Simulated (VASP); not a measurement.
# ZnO (ref) (P6_3mc) in VASP: further runs, part 2 of 2

VASP 6.6.1. Earlier steps stand in the parts before.

### 3 Single point, r2SCAN

This run uses another cell than the first one, of 11.81 Å³/atom, 0.992 times its volume.

POSCAR

```
ZnO
1.0
    3.2351576527      0.0000000000      0.0000000000
   -1.6175788264      2.8017287125      0.0000000000
    0.0000000000      0.0000000000      5.2110795600
Zn O
2 2
Direct
    0.3333333333      0.6666666667      0.0011652785
    0.6666666667      0.3333333333      0.5011652785
    0.3333333333      0.6666666667      0.3808347215
    0.6666666667      0.3333333333      0.8808347215
```

INCAR.step1

```
SYSTEM = ZnO
ALGO     = Normal         ! electronic algorithm
EDIFF    = 1E-4           ! SCF threshold, eV
ENCUT    = 520            ! plane-wave cutoff, eV
GGA      = PE             ! functional
ISMEAR   = 0              ! smearing method
LASPH    = .TRUE.         ! aspherical terms in the spheres
LCHARG   = .FALSE.        ! write CHGCAR
LREAL    = .FALSE.        ! projectors in reciprocal space
LWAVE    = .TRUE.         ! write WAVECAR
NBANDS   = 26             ! bands
NELM     = 80             ! most SCF steps
PREC     = Accurate       ! precision mode
SIGMA    = 0.02           ! smearing width, eV
```

INCAR.step2

```
SYSTEM = ZnO
ALGO     = Normal         ! electronic algorithm
EDIFF    = 1E-6           ! SCF threshold, eV
ENCUT    = 520            ! plane-wave cutoff, eV
ISIF     = 2              ! what is computed and relaxed
ISMEAR   = 0              ! smearing method
ISTART   = 1            
LASPH    = .TRUE.         ! aspherical terms in the spheres
LCHARG   = .FALSE.        ! write CHGCAR
LMIXTAU  = .TRUE.       
LREAL    = .FALSE.        ! projectors in reciprocal space
LWAVE    = .FALSE.        ! write WAVECAR
METAGGA  = R2SCAN         ! meta-GGA
NBANDS   = 26             ! bands
NELM     = 80             ! most SCF steps
PREC     = Accurate       ! precision mode
SIGMA    = 0.02           ! smearing width, eV
```

KPOINTS

```
k-points
0
G
  12 12 8
  0 0 0
```

Potentials or basis: VASP PAW PBE potentials, release 64 (Zn, O).

Run with:

```console
$ cat potpaw_PBE.64/Zn/POTCAR potpaw_PBE.64/O/POTCAR > POTCAR
$ cp INCAR.step1 INCAR
$ mpirun -np 1 vasp_std > vasp.out
$ cp INCAR.step2 INCAR
$ mpirun -np 1 vasp_std > vasp.out
```

OUTCAR:

```text
SYSTEM = ZnO
   EDIFF = 1E-6
   ENCUT = 520
   ISIF = 2
   ISMEAR = 0
   ISTART = 1
   LASPH = .TRUE.
   LREAL = .FALSE.
   METAGGA = R2SCAN
   NELM = 80
   PREC = Accurate

 ion  position               nearest neighbor table
   1  0.333  0.667  0.001-   4 1.97   4 1.97   4 1.97   3 1.98
   2  0.667  0.333  0.501-   3 1.97   3 1.97   3 1.97   4 1.98
   3  0.333  0.667  0.381-   2 1.97   2 1.97   2 1.97   1 1.98
   4  0.667  0.333  0.881-   1 1.97   1 1.97   1 1.97   2 1.98

  LATTYP: Found a hexagonal cell.
 ALAT       =     3.2351576527
 C/A-ratio  =     1.6107652607

  Lattice vectors:

 A1 = (   3.2351576527,   0.0000000000,   0.0000000000)
 A2 = (  -1.6175788264,   2.8017287125,   0.0000000000)
 A3 = (   0.0000000000,   0.0000000000,   5.2110795600)

Analysis of symmetry for initial positions (statically):
=====================================================================
 Subroutine PRICEL returns:
 Original cell was already a primitive cell.

 Routine SETGRP: Setting up the symmetry group for a
 hexagonal supercell.

 Subroutine GETGRP returns: Found 12 space group operations
 (whereof  6 operations were pure point group operations)
 out of a pool of 24 trial point group operations.

The static configuration has the point symmetry C_3v.
 The point group associated with its full space group is C_6v.

Analysis of symmetry for dynamics (positions and initial velocities):
=====================================================================
 Subroutine PRICEL returns:
 Original cell was already a primitive cell.

 Routine SETGRP: Setting up the symmetry group for a
 hexagonal supercell.

 Subroutine GETGRP returns: Found 12 space group operations
 (whereof  6 operations were pure point group operations)
 out of a pool of 24 trial point group operations.

The dynamic configuration has the point symmetry C_3v.
 The point group associated with its full space group is C_6v.

 Subroutine INISYM returns: Found 12 space group operations
 (whereof  6 operations are pure point group operations),
 and found     1 'primitive' translations

----------------------------------------------------------------------------------------

                                     Primitive cell

  volume of cell :      47.2334

  direct lattice vectors                    reciprocal lattice vectors
     3.235157653  0.000000000  0.000000000     0.309103947  0.178461247  0.000000000
    -1.617578826  2.801728713  0.000000000     0.000000000  0.356922494  0.000000000
     0.000000000  0.000000000  5.211079560     0.000000000  0.000000000  0.191898816

  length of vectors
     3.235157653  3.235157653  5.211079560     0.356922494  0.356922494  0.191898816

  position of ions in fractional coordinates (direct lattice)
     0.333333333  0.666666667  0.001165278
     0.666666667  0.333333333  0.501165278
     0.333333333  0.666666667  0.380834722
     0.666666667  0.333333333  0.880834722

  ion indices of the primitive-cell ions
   primitive index   ion index
                 1           1
                 2           2
                 3           3
                 4           4

----------------------------------------------------------------------------------------

 KPOINTS: k-points

Automatic generation of k-mesh.
 Grid dimensions read from file:
 generate k-points for:   12   12    8

 Generating k-lattice:

  Cartesian coordinates                     Fractional coordinates (reciprocal lattice)
     0.025758662  0.014871771  0.000000000     0.083333333  0.000000000  0.000000000
     0.000000000  0.029743541  0.000000000     0.000000000  0.083333333  0.000000000
     0.000000000  0.000000000  0.023987352     0.000000000  0.000000000  0.125000000

  Length of vectors
     0.029743541  0.029743541  0.023987352

  Shift w.r.t. Gamma in fractional coordinates (k-lattice)
     0.000000000  0.000000000  0.000000000

 Subroutine IBZKPT returns following result:
 ===========================================

 Found     95 irreducible k-points:

 Following reciprocal coordinates:
            Coordinates               Weight
  0.000000  0.000000  0.000000      1.000000
  0.083333 -0.000000  0.000000      6.000000
  0.166667 -0.000000  0.000000      6.000000
  0.250000 -0.000000  0.000000      6.000000
  0.333333  0.000000  0.000000      6.000000
  0.416667 -0.000000  0.000000      6.000000
[... 16 lines left out ...]
  0.250000 -0.000000  0.125000     12.000000
  0.333333  0.000000  0.125000     12.000000
 [... further k-points ...]
   k-points           NKPTS =     95   k-points in BZ     NKDIM =     95   number of bands    NBANDS=     26
   number of dos      NEDOS =    301   number of ions     NIONS =      4
   total plane-waves  NPLWV =  23040
   dimension x,y,z NGX =    24 NGY =   24 NGZ =   40
   dimension x,y,z NGXF=    48 NGYF=   48 NGZF=   80
   ions per type =               2   2
   NGX,Y,Z   is equivalent  to a cutoff of  12.33, 12.33, 12.76 a.u.
   NGXF,Y,Z  is equivalent  to a cutoff of  24.67, 24.67, 25.52 a.u.
 SYSTEM =  ZnO
   PREC   = accura    normal or accurate (medium, high low for compatibility)
   ISTART =      1    job   : 0-new  1-cont  2-samecut
   ICHARG =      0    charge: 1-file 2-atom 10-const
   ISPIN  =      1    spin polarized calculation?
   LNONCOLLINEAR =      F non collinear calculations
   LSORBIT =      F    spin-orbit coupling
   LASPH  =      T    aspherical Exc in radial PAW
   ENCUT  =  520.0 eV  38.22 Ry    6.18 a.u.   6.02  6.02  9.69*2*pi/ulx,y,z
   NELM   =     80;   NELMIN=  2; NELMDL=  0     # of ELM steps
   EDIFF  = 0.1E-05   stopping-criterion for ELM
   LREAL  =      F    real-space projection
   EDIFFG = 0.1E-04   stopping-criterion for IOM
   NSW    =      0    number of steps for IOM
   IBRION =     -1    ionic relax: 0-MD 1-quasi-New 2-CG
   NFREE  =      0    steps in history (QN), initial steepest desc. (CG)
   ISIF   =      2    stress and relaxation
   ISYM   =      2    0-nonsym 1-usesym 2-fastsym
   POTIM  = 0.5000    time-step for ionic-motion
   TEBEG  =    0.0;   TEEND  =   0.0 temperature during run
   PSTRESS=    0.0 pullay stress
   NELECT =      36.0000    total number of electrons
   NUPDOWN=      -1.0000    fix difference up-down
   EMIN   =  10.00;   EMAX   =-10.00  energy-range for DOS
   EFERMI =   0.00;   METHOD = LEGACY
   ISMEAR =     0;   SIGMA  =   0.02  broadening in eV -4-tet -1-fermi 0-gaus
   EFERMI_NEDOS =   21; number of points for ismear=-14 and -15
   IALGO  =     38    algorithm
   IMIX   =      4    mixing-type and parameters
     AMIX     =   0.40;   BMIX     =  1.00
     AMIX_MAG =   1.60;   BMIX_MAG =  1.00
  volume/ion in A,a.u.               =      11.81        79.69
  Fermi-wavevector in a.u.,A,eV,Ry     =   1.495406  2.825908 30.425899  2.236240
  Thomas-Fermi vector in A             =   2.607555
   LORBIT       =      0    0 simple, 1 ext, 2 COOP (PROOUT), +10 PAW based schemes
   METAGGA = R2SCAN    functional components
   LHFCALC =     F    Hartree Fock is set to
   AEXX    =    0.0000 exact exchange contribution
   IVDW    =     0    specifies the selected vdW correction
   LEPSILON=     F    determine dielectric tensor
   LRPA    =     F    only Hartree local field effects (RPA)
 non-spin polarized calculation
 Gauss-broadening in eV      SIGMA  =   0.02
  energy-cutoff  :      520.00
  volume of cell :       47.23
 maximum number of plane-waves:      1296
   NGX = 13   NGY = 13   NGZ = 19

 number of electron      36.0000021 magnetization

 Free energy of the ion-electron system (eV)
  ---------------------------------------------------
  ext. energy  EPLUGINS =         0.00000000
  ---------------------------------------------------
  free energy    TOTEN  =       -36.31674652 eV

  energy without entropy =      -36.31674652  energy(sigma->0) =      -36.31674652

 E-fermi :   1.0383     XC(G=0): -11.7069

 val. band max:        0.9196419087   @ k =   0.0000   0.0000   0.0000
 cond. band min:       2.1545948541   @ k =   0.0000   0.0000   0.0000
 fundamental gap:      1.2349529454
 Fermi energy:         1.0382673425

 k-point     1 :       0.0000    0.0000    0.0000
  band No.  band energies     occupation
      1     -18.2268      2.00000
      2     -17.5306      2.00000
      3      -4.9394      2.00000
      4      -4.9393      2.00000
      5      -4.8820      2.00000
      6      -4.8358      2.00000
[... 18 lines left out ...]
     25      16.0389      0.00000
     26      16.0391      0.00000
[... 644 lines left out ...]
      4      -4.9261      2.00000
      5      -4.6962      2.00000
      6      -4.5184      2.00000
[... 18 lines left out ...]
     25      15.2011      0.00000
     26      15.9197      0.00000

 [... further k-points ...]
[... 5 lines left out ...]
  --------------------------------------------------------------------------------------
  -------------------------------------------------------------------------------------
  Total        0.2842386      0.2842386      0.3048017     -0.0000000      0.0000000      0.0000000
  in kB        9.6414962      9.6414962     10.3390059     -0.0000000      0.0000000      0.0000000
  external PRESSURE =       9.8739994 kB  Pullay stress =       0.0000000 kB

 VOLUME and BASIS-vectors are now :
 -----------------------------------------------------------------------------
  energy-cutoff  :      520.00
  volume of cell :       47.23
      direct lattice vectors                 reciprocal lattice vectors
     3.235157653  0.000000000  0.000000000     0.309103947  0.178461247  0.000000000
    -1.617578826  2.801728713  0.000000000     0.000000000  0.356922494  0.000000000
     0.000000000  0.000000000  5.211079560     0.000000000  0.000000000  0.191898816

 POSITION                                       TOTAL-FORCE (eV/Angst)
 -----------------------------------------------------------------------------------
     -0.00000      1.86782      0.00607        -0.000000      0.000000     -0.010614
      1.61758      0.93391      2.61161         0.000000     -0.000000     -0.010614
     -0.00000      1.86782      1.98456        -0.000000     -0.000000      0.010614
      1.61758      0.93391      4.59010        -0.000000      0.000000      0.010614
 -----------------------------------------------------------------------------------
    total drift:                                0.000000      0.000000     -0.090816

  FREE ENERGIE OF THE ION-ELECTRON SYSTEM (eV)
  ---------------------------------------------------
  free  energy   TOTEN  =       -36.3167465199 eV

  energy  without entropy=      -36.3167465199  energy(sigma->0) =      -36.31674652
```

Run time: 4.4 min. Hardware: 1 thread of Intel Xeon 6975P-C (Granite Rapids), shared host; peak memory 0.23 GiB.

Results:

| Quantity | Value |
| --- | --- |
| Free energy | -36.3167 eV |
| Pressure | 1.0 GPa |
| Largest force | 0.011 eV/Å |
| Band gap on the k mesh | 1.24 eV, direct |

Forces in eV/Å, atoms in the order of the input:
```
Zn   0.000  0.000 -0.011
Zn   0.000  0.000 -0.011
O    0.000  0.000  0.011
O    0.000  0.000  0.011
```

Caveat: the PAW data sets were made with another functional, which shifts forces and pressure a little. A k mesh can miss the band edges.
